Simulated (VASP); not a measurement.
Wanted: the native input for a VASP 6.6.1 run.

```
Task                   : relaxation of cell and atoms
Functional             : PBEsol
Potentials or basis    : VASP PAW PBE potentials, release 64 (B, P)
Cutoff                 : 500 eV
k mesh                 : 10 × 10 × 10
Occupations            : gaussian, width 0.02 eV
Spin                   : no spin polarisation
Dipole correction      : no
Further INCAR settings : ALGO = Normal; EDIFF = 1e-07; IBRION = 2; EDIFFG = -0.002; NSW = 100; ISIF = 3
```

The structure of BP (pbesol) lies in POSCAR:

```
BP
1.0
    0.0000000000      2.2690000000      2.2690000000
    2.2690000000      0.0000000000      2.2690000000
    2.2690000000      2.2690000000      0.0000000000
B P
1 1
Direct
    0.0000000000      0.0000000000      0.0000000000
    0.2500000000      0.2500000000      0.2500000000
```

These files were run (other wordings do the same):

INCAR

```
PREC = Accurate ; ENCUT = 500
EDIFF = 1E-7 ; ISMEAR = 0
SIGMA = 0.02 ; LREAL = F
LASPH = T ; NELM = 120
ALGO = Normal ; ISIF = 3
LWAVE = F ; LCHARG = F
GGA = PS ; IBRION = 2
NSW = 100 ; EDIFFG = -0.002
GGA_COMPAT = F ; NELMIN = 4
```

KPOINTS

```
Automatic mesh
0
Gamma
  10 10 10
```

Potentials or basis: VASP PAW PBE potentials, release 64 (B, P).

Launch:

```sh
$ cat potpaw_PBE.64/B/POTCAR potpaw_PBE.64/P/POTCAR > POTCAR
$ mpirun -np 1 vasp_std > vasp.out
```

It gave:

```json
{"Relaxed volume": "11.55 Å³/atom", "Relaxed cell": "a = 3.197 Å, b = 3.197 Å, c = 3.197 Å, α = 60.00°, β = 60.00°, γ = 60.00°", "Space group after relaxing (to 0.05 Å)": "F-43m (No. 216)", "Energy gained by relaxing": "0.8 meV/atom", "Ionic steps": "3", "Pressure after relaxing": "0.0 GPa", "Band gap on the k mesh": "1.12 eV, indirect (least direct gap 3.37 eV)"}
```

Caveat: the PAW data sets were made with another functional, which shifts forces and pressure a little.

It took 12 s on 1 thread of Intel Xeon 6975P-C, with other jobs on the host, peak memory 0.13 GiB.
